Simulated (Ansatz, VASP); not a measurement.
One calculation of ZrB2, two programs

```xyz
3
Lattice="3.1650 0.0000 0.0000 -1.5825 2.7410 0.0000 0.0000 0.0000 3.5200" Properties=species:S:1:pos:R:3 pbc="T T T"
Zr    0.0000    0.0000    0.0000
B     0.0000    1.8273    1.7600
B     1.5825    0.9137    1.7600
```

Alike in both runs: task electric field gradients; functional LDA; k mesh 13 × 13 × 10; occupations fermi-dirac, width 0.03 eV; no spin polarisation.

|  | VASP | Ansatz |
| --- | --- | --- |
| version | VASP 6.6.1 | Ansatz 0.2.0 |
| potentials or method | VASP PAW LDA potentials, release 64 (Zr_sv, B) | PAW with Ansatz's default frozen-core files, scalar-relativistic |
| plane-wave cutoff (eV) | 520 | 420 |
| valence electrons in the cell | 18 | 18 |

```csv
,VASP,Ansatz,Ansatz less VASP
pressure (GPa),-6.8,-7.3,-0.45
"traceless stress, the component that is largest in VASP (GPa)",0.85,0.81,-0.042
size of Vzz on the site where it differs most (V/Å²),44.6,47.0,+2.38
```

LDA's correlation is that of Perdew and Zunger in VASP and of Perdew and Wang (1992) in Ansatz.
